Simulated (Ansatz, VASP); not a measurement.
**One calculation of PbSe, two programs**

File INCAR:

```
SYSTEM = PbSe
ALGO = Normal ; EDIFF = 1E-7
EDIFFG = -0.002 ; ENCUT = 450
GGA = PS ; GGA_COMPAT = .FALSE.
IBRION = 2 ; ISIF = 2
ISMEAR = 0 ; LASPH = .TRUE.
LCHARG = .FALSE. ; LREAL = .FALSE.
LWAVE = .FALSE. ; NELM = 120
NELMIN = 4 ; NSW = 60
PREC = Accurate ; SIGMA = 0.01
```

File KPOINTS:

```
k-points
0
G
  9 9 9
  0 0 0
```

POSCAR

```
PbSe
1.0
    0.0566121158      3.0621151487      3.0621151487
    3.0621151487      0.0566121158      3.0621151487
    3.0621151487      3.0621151487      0.0566121158
Pb Se
1 1
Direct
    0.0000000000      0.0000000000      0.0000000000
    0.5000000000      0.5000000000      0.5000000000
```

Input for Ansatz:

```yaml
crystal:
  lattice:
    - [0.0566121158, 3.0621151487, 3.0621151487]
    - [3.0621151487, 0.0566121158, 3.0621151487]
    - [3.0621151487, 3.0621151487, 0.0566121158]
  atoms:
    - { symbol: Pb, position: [0.0, 0.0, 0.0] }
    - { symbol: Se, position: [0.5, 0.5, 0.5] }
basis:
  ecutwfc: 420
kpoints:
  mp_grid: { grid: [9, 9, 9] }
hamiltonian:
  xc: pbesol
  pseudopotentials: { kind: paw, azcp: { folder: soft_1 } }
scf:
  occupations: { method: gaussian, width: 0.01 }
output:
  forces: true
  stress: true
  eigenvalues: true
relax:
  adjacent_minimum: "off"
  f_tol: 0.002
  max_steps: 40
```

Change from the starting cell: strained cell.

Alike in both runs: task relaxation of the atoms; functional PBEsol; k mesh 9 × 9 × 9; occupations gaussian, width 0.01 eV; no spin polarisation.

|  | VASP | Ansatz |
| --- | --- | --- |
| version | VASP 6.6.1 | Ansatz 0.2.0 |
| potentials or method | VASP PAW PBE potentials, release 64 (Pb_d, Se), cutoff 450 eV | scalar-relativistic, plane waves, PAW |
| valence electrons in the cell | 20 | 30 |

```tsv
	VASP	Ansatz	Ansatz less VASP
gap on the k mesh at the Fermi level, each at its own relaxed structure (eV)	0.46	0.46	+0.002
```

VASP's potentials were made for PBE, not for PBEsol, and Ansatz warns of the same on its side. VASP's potentials hold 20 valence electrons a cell and Ansatz's 30, so a difference there can come from the potentials and not from the codes. Ansatz's warnings: stress scf threshold loose.

Spin-orbit coupling is off throughout. Noted on VASP's run: the relaxation stopped at its first step, so nothing moved.
